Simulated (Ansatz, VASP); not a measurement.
Ti: VASP beside Ansatz

The input INCAR:

```
SYSTEM = Ti
PREC = Accurate
ENCUT = 520
EDIFF = 1E-6
ISMEAR = 0
SIGMA = 0.15
LREAL = .False.
LASPH = .True.
NELM = 60
ALGO = Fast
ISIF = 2
LWAVE = .False.
LCHARG = .False.
GGA = PS
NBANDS = 25
```

File KPOINTS:

```
Automatic mesh
0
Gamma
  12 12 18
  0 0 0
```

The input POSCAR:

```
Ti
1.0
    4.6281723153      0.0000000000      0.0000000000
   -2.3140861576      4.0081147981      0.0000000000
    0.0000000000      0.0000000000      2.8687634958
Ti
3
Direct
    0.0000000000      0.0000000000      0.0000000000
    0.3333333333      0.6666666667      0.5000000000
    0.6666666667      0.3333333333      0.5000000000
```

Input for Ansatz:

```yaml
crystal:
  lattice:
    - [4.6281723153, 0.0, 0.0]
    - [-2.3140861576, 4.0081147981, 0.0]
    - [0.0, 0.0, 2.8687634958]
  atoms:
    - { symbol: Ti, position: [0.0, 0.0, 0.0] }
    - { symbol: Ti, position: [0.3333333333, 0.6666666667, 0.5] }
    - { symbol: Ti, position: [0.6666666667, 0.3333333333, 0.5] }
basis:
  ecutwfc: 420
kpoints:
  mp_grid: { grid: [12, 12, 18] }
hamiltonian:
  xc: pbesol
scf:
  occupations: { method: gaussian, width: 0.15 }
output:
  forces: true
  stress: true
  eigenvalues: true
```

Change from the starting cell: strain +0.025 along x and y, +0.025 along z, atoms carried along.

Alike in both runs: task single point; functional PBEsol; k mesh 12 × 12 × 18; occupations gaussian, width 0.15 eV; no spin polarisation.

|  | VASP | Ansatz |
| --- | --- | --- |
| version | VASP 6.6.1 | Ansatz 0.2.0 |
| potentials or method | VASP PAW PBE potentials, release 64 (Ti_sv), cutoff 520 eV | scalar-relativistic, plane waves, PAW |
| valence electrons in the cell | 36 | 36 |

```csv
,VASP,Ansatz,Ansatz less VASP
gap on the k mesh at the Fermi level (eV),none,none,-
pressure (GPa),-8.0,-7.8,+0.22
"traceless stress, the component that is largest in VASP (GPa)",-0.21,-0.22,-0.005
```

VASP's potentials were made for PBE, not for PBEsol. A gap of «none» marks a metal or a gap that the smearing closes. With one functional, cell and mesh, what is left measures potentials, basis and numerics.
